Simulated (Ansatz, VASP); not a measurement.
**One calculation of Zr2C, two programs**

Contents of INCAR:

```
PREC = Accurate
ENCUT = 600
EDIFF = 1E-7
ISMEAR = 0
SIGMA = 0.1
LREAL = False
LASPH = True
NELM = 60
ALGO = Normal
ISIF = 3
LWAVE = False
LCHARG = False
GGA = PE
IBRION = 2
NSW = 90
EDIFFG = -0.04
```

The input KPOINTS:

```
regular mesh
0
Gamma
  6 6 6
```

POSCAR

```
Zr2C
1.0
    0.0000000000      2.6743040390      5.6598064820
    1.6856560219      0.0000000000      5.6598064820
    1.6856560219      2.6743040390      0.0000000000
Zr C
2 1
Direct
    0.8668245479      0.8668245479      0.1331754521
    0.1331754521      0.1331754521      0.8668245479
    0.5000000000      0.5000000000      0.5000000000
```

Input for Ansatz:

```yaml
crystal:
  lattice:
    - [0.0, 2.674304039, 5.659806482]
    - [1.6856560219, 0.0, 5.659806482]
    - [1.6856560219, 2.674304039, 0.0]
  atoms:
    - { symbol: Zr, position: [0.8668245479, 0.8668245479, 0.1331754521] }
    - { symbol: Zr, position: [0.1331754521, 0.1331754521, 0.8668245479] }
    - { symbol: C, position: [0.5, 0.5, 0.5] }
basis:
  ecutwfc: 420
kpoints:
  mp_grid: { grid: [6, 6, 6] }
hamiltonian:
  xc: pbe
scf:
  occupations: { method: gaussian, width: 0.1 }
  lower_state_search: "off"
output:
  forces: true
  stress: true
  eigenvalues: true
relax:
  adjacent_minimum: "off"
  f_tol: 0.04
  max_steps: 70
  cell: { stress_tol: 0.4 }
```

Alike in both runs: task relaxation of cell and atoms; functional PBE; k mesh 6 × 6 × 6; occupations gaussian, width 0.1 eV; no spin polarisation.

```csv
,VASP,Ansatz
version,VASP 6.6.1,Ansatz 0.2.0
potentials or method,"VASP PAW PBE potentials, release 64 (Zr_sv, C), cutoff 600 eV","scalar-relativistic, plane waves, PAW"
valence electrons in the cell,28,28
```

```tsv
	VASP	Ansatz	Ansatz less VASP
gap on the k mesh at the Fermi level, each at its own relaxed structure (eV)	none	none	-
relaxed volume (Å³/atom)	17.11	17.14	+0.026
relaxed cell length with the largest relative difference (Å)	6.266	6.271	+0.0052
```

A gap of «none» marks a metal or a gap that the smearing closes.

The k mesh is coarse, so the values compare programs but aren't converged.
